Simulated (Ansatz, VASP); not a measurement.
## Two plane-wave programs on KI

The input POSCAR:

```
KI
1.0
    0.0000000000      3.3835680000      3.5245500000
    3.3835680000      0.0000000000      3.5245500000
    3.3835680000      3.3835680000      0.0000000000
K I
1 1
Direct
    0.0000000000      0.0000000000      0.0000000000
    0.5000000000      0.5000000000      0.5000000000
```

INCAR.step1

```
SYSTEM = KI
  PREC = Accurate
  ENCUT = 520
  ISMEAR = 0
  SIGMA = 0.05
  LREAL = .FALSE.
  LASPH = .TRUE.
  NELM = 60
  NBANDS = 15
  GGA = PE
  ALGO = Normal
  EDIFF = 1E-4
  LWAVE = .TRUE.
  LCHARG = .FALSE.
```

INCAR.step2

```
SYSTEM = KI
  PREC = Accurate
  ENCUT = 520
  EDIFF = 1E-6
  ISMEAR = 0
  SIGMA = 0.05
  LREAL = .FALSE.
  LASPH = .TRUE.
  NELM = 60
  ALGO = Normal
  ISIF = 2
  LWAVE = .FALSE.
  LCHARG = .FALSE.
  METAGGA = R2SCAN
  LMIXTAU = .TRUE.
  NBANDS = 15
  ISTART = 1
```

Contents of KPOINTS:

```
Automatic mesh
0
G
  6 6 6
  0 0 0
```

Input for Ansatz:

```yaml
crystal:
  lattice:
    - [0.0, 3.383568, 3.52455]
    - [3.383568, 0.0, 3.52455]
    - [3.383568, 3.383568, 0.0]
  atoms:
    - { symbol: K, position: [0.0, 0.0, 0.0] }
    - { symbol: I, position: [0.5, 0.5, 0.5] }
basis:
  ecutwfc: 500
kpoints:
  mp_grid: { grid: [6, 6, 6] }
hamiltonian:
  xc: r2scan
scf:
  occupations: { method: gaussian, width: 0.05 }
output:
  forces: true
  stress: true
  eigenvalues: true
  write_density: true
  write_potential: true
  elf: true
  volumetric_format: npy
```

Change from the starting cell: strain -0.040 along x and y, +0.000 along z, atoms carried along.

Alike in both runs: task single point; functional r2SCAN; k mesh 6 × 6 × 6; occupations gaussian, width 0.05 eV; no spin polarisation.

```csv
,VASP,Ansatz
version,VASP 6.6.1,Ansatz 0.2.0
potentials or method,"VASP PAW PBE potentials, release 64 (K_sv, I), cutoff 520 eV","scalar-relativistic, plane waves, PAW"
valence electrons in the cell,16,26
```

|  | VASP | Ansatz | Ansatz less VASP |
| --- | --- | --- | --- |
| gap on the k mesh at the Fermi level (eV) | 4.83 | 4.84 | +0.003 |
| least direct gap on the mesh (eV) | 4.83 | 4.84 | +0.003 |
| pressure (GPa) | 1.7 | 1.7 | -0.01 |
| traceless stress, the component that is largest in VASP (GPa) | -1.14 | -1.13 | +0.011 |

VASP's potentials were made for PBE, not for r2SCAN. The functional is the same, so the differences come from potentials, cutoffs and numerics. VASP's potentials hold 16 valence electrons a cell and Ansatz's 26, so a difference there can come from the potentials and not from the codes.

Neither program's run includes spin-orbit coupling.
